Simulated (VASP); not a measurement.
Here is a VASP 6.6.1 calculation.

File INCAR:

```
SYSTEM = TiSi2
PREC     = Accurate       ! precision mode
ENCUT    = 520            ! plane-wave cutoff, eV
EDIFF    = 1E-6           ! SCF threshold, eV
ISMEAR   = -1             ! smearing method
SIGMA    = 0.05           ! smearing width, eV
LREAL    = .False.        ! projectors in reciprocal space
LASPH    = .True.         ! aspherical terms in the spheres
NELM     = 80             ! most SCF steps
ALGO     = Normal         ! electronic algorithm
ISIF     = 2              ! what is computed and relaxed
LWAVE    = .False.        ! write WAVECAR
LCHARG   = .False.        ! write CHGCAR
NBANDS   = 17             ! bands
```

The input KPOINTS:

```
regular mesh
0
Gamma
  12 12 12
  0 0 0
```

The input POSCAR:

```
TiSi2
1.0
   -1.4532744419      1.6879114209      4.1348888998
    1.4532744419     -1.6879114209      4.1348888998
    1.4532744419      1.6879114209     -4.1348888998
Ti Si
1 2
Direct
    0.0000000000      0.0000000000      0.0000000000
    0.6689681751      0.6689681751      0.0000000000
    0.3310318249      0.3310318249      0.0000000000
```

Potentials or basis: VASP PAW LDA potentials, release 64 (Ti_sv, Si).

The run is started by

```bash
$ cat potpaw_LDA.64/Ti_sv/POTCAR potpaw_LDA.64/Si/POTCAR > POTCAR
$ mpirun -np 1 vasp_std > vasp.out
```

Task: Estimate the largest force.

Result: 0.008 eV/Å.

Task: Estimate the pressure.

Result: 0.2 GPa.

Forces on the atoms (eV/Å):
```
Ti   0.000  0.000  0.000
Si   0.000  0.000  0.008
Si   0.000  0.000 -0.008
```
